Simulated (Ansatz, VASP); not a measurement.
**AlN in VASP and in Ansatz**

The input INCAR:

```
SYSTEM = AlN
PREC = Accurate
ENCUT = 600
EDIFF = 1E-7
ISMEAR = 0
SIGMA = 0.1
LREAL = .FALSE.
LASPH = .TRUE.
NELM = 60
ALGO = Normal
ISIF = 3
LWAVE = .FALSE.
LCHARG = .FALSE.
GGA = PE
IBRION = 2
NSW = 90
EDIFFG = -0.04
```

KPOINTS

```
Automatic mesh
0
G
  6 6 6
  0 0 0
```

Contents of POSCAR:

```
AlN
1.0
    0.0000000000      3.1177698700      3.1177698700
    3.1177698700      0.0000000000      3.1177698700
    3.1177698700      3.1177698700      0.0000000000
Al N
2 2
Direct
    0.7500000000      0.7500000000      0.7500000000
    0.5000000000      0.5000000000      0.5000000000
    0.0000000000      0.0000000000      0.0000000000
    0.2500000000      0.2500000000      0.2500000000
```

Input for Ansatz:

```yaml
crystal:
  lattice:
    - [0.0, 3.11776987, 3.11776987]
    - [3.11776987, 0.0, 3.11776987]
    - [3.11776987, 3.11776987, 0.0]
  atoms:
    - { symbol: Al, position: [0.75, 0.75, 0.75] }
    - { symbol: Al, position: [0.5, 0.5, 0.5] }
    - { symbol: "N", position: [0.0, 0.0, 0.0] }
    - { symbol: "N", position: [0.25, 0.25, 0.25] }
basis:
  ecutwfc: 420
kpoints:
  mp_grid: { grid: [6, 6, 6] }
hamiltonian:
  xc: pbe
scf:
  occupations: { method: gaussian, width: 0.1 }
  lower_state_search: "off"
output:
  forces: true
  stress: true
  eigenvalues: true
relax:
  adjacent_minimum: "off"
  f_tol: 0.04
  max_steps: 70
  cell: { stress_tol: 0.4 }
```

Alike in both runs: task relaxation of cell and atoms; functional PBE; k mesh 6 × 6 × 6; occupations gaussian, width 0.1 eV; no spin polarisation.

|  | VASP | Ansatz |
| --- | --- | --- |
| version | VASP 6.6.1 | Ansatz 0.2.0 |
| potentials or method | VASP PAW PBE potentials, release 64 (Al, N), cutoff 600 eV | scalar-relativistic, plane waves, PAW |
| valence electrons in the cell | 16 | 16 |

|  | VASP | Ansatz | Ansatz less VASP |
| --- | --- | --- | --- |
| gap on the k mesh at the Fermi level, each at its own relaxed structure (eV) | none | none | - |
| relaxed volume (Å³/atom) | 11.27 | 11.26 | -0.013 |
| relaxed cell length with the largest relative difference (Å) | 3.995 | 3.994 | -0.0015 |

A gap of «none» marks a metal or a gap that the smearing closes.

Noted on VASP's run: the volume moved by over 15 % at a fixed basis, so the end points are rough.
